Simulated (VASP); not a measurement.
Input of a VASP 6.6.1 run:

File INCAR:

```
PREC = Accurate
ENCUT = 520
EDIFF = 1E-7
ISMEAR = -1
SIGMA = 0.06122561905347299
LREAL = F
LASPH = T
NELM = 100
ALGO = Normal
ISIF = 2
LWAVE = F
LCHARG = F
GGA = PE
NBANDS = 8
```

Contents of KPOINTS:

```
Automatic mesh
0
Gamma
  31 31 31
```

POSCAR

```
C
1.0
    1.8114090348      0.0000000000      0.0000000000
    0.0000000000      1.8114090348      0.0000000000
    0.0000000000      0.0000000000      1.8114090348
C
1
Direct
    0.0000000000      0.0000000000      0.0000000000
```

Potentials or basis: VASP PAW PBE potentials, release 64 (C).

Launch:

```console
$ cat potpaw_PBE.64/C/POTCAR > POTCAR
$ mpirun -np 1 vasp_std > vasp.out
```

Task: Predict the pressure.

Result: -17.5 GPa.

Task: What does it give for the band gap on the k mesh?

Result: Zero (bands 2 and 3 overlap by 11.77 eV).

Caveat: the cell stands under tension.
